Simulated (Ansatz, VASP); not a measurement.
**Two plane-wave programs on InPd**

```
CELL_PARAMETERS angstrom
2.99790 0.00000 0.00000
0.00000 2.99790 0.00000
0.00000 0.00000 3.89727
ATOMIC_POSITIONS crystal
In 0.00000 0.00000 0.00000
Pd 0.50000 0.50000 0.50000
```

Alike in both runs: task single point; functional LDA; k mesh 16 × 16 × 16; occupations gaussian, width 0.15 eV; no spin polarisation.

|  | VASP | Ansatz |
| --- | --- | --- |
| version | VASP 6.6.1 | Ansatz 0.2.0 |
| potentials or method | VASP PAW LDA potentials, release 64 (In_d, Pd), cutoff 520 eV | scalar-relativistic, plane waves, PAW |
| valence electrons in the cell | 23 | 31 |

Ansatz gave:

- gap on the k mesh at the Fermi level (eV): none
- pressure (GPa): -6.7
- traceless stress, the component that is largest in VASP (GPa): -4.49

Problem. What did VASP give for the same quantities?

Solution. gap on the k mesh at the Fermi level (eV): none; pressure (GPa): -6.3; traceless stress, the component that is largest in VASP (GPa): -4.50.

LDA's correlation is that of Perdew and Zunger in VASP and of Perdew and Wang (1992) in Ansatz. A gap of «none» marks a metal or a gap that the smearing closes. VASP's potentials hold 23 valence electrons a cell and Ansatz's 31, so a difference there can come from the potentials and not from the codes.
